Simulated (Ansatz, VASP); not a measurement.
## One calculation of Nb, two programs

```
Nb
1.0
    -1.63530    1.63530    1.63530
     1.63530   -1.63530    1.63530
     1.63530    1.63530   -1.63530
Nb
1
Direct
  0.00000 0.00000 0.00000
```

Alike in both runs: task single point; functional PBEsol; k mesh 22 × 22 × 22; occupations fermi-dirac, width 0.1 eV; no spin polarisation.

|  | VASP | Ansatz |
| --- | --- | --- |
| version | VASP 6.6.1 | Ansatz 0.2.0 |
| potentials or method | VASP PAW PBE potentials, release 64 (Nb_sv), cutoff 520 eV | plane waves (420 eV) with PAW, scalar-relativistic |
| valence electrons in the cell | 13 | 13 |

Ansatz gave:

* pressure (GPa): 0.4

Question: What did VASP give for the same quantities?

Answer: Pressure (GPa): 0.1.

VASP's potentials were made for PBE, not for PBEsol, and Ansatz warns of the same on its side.
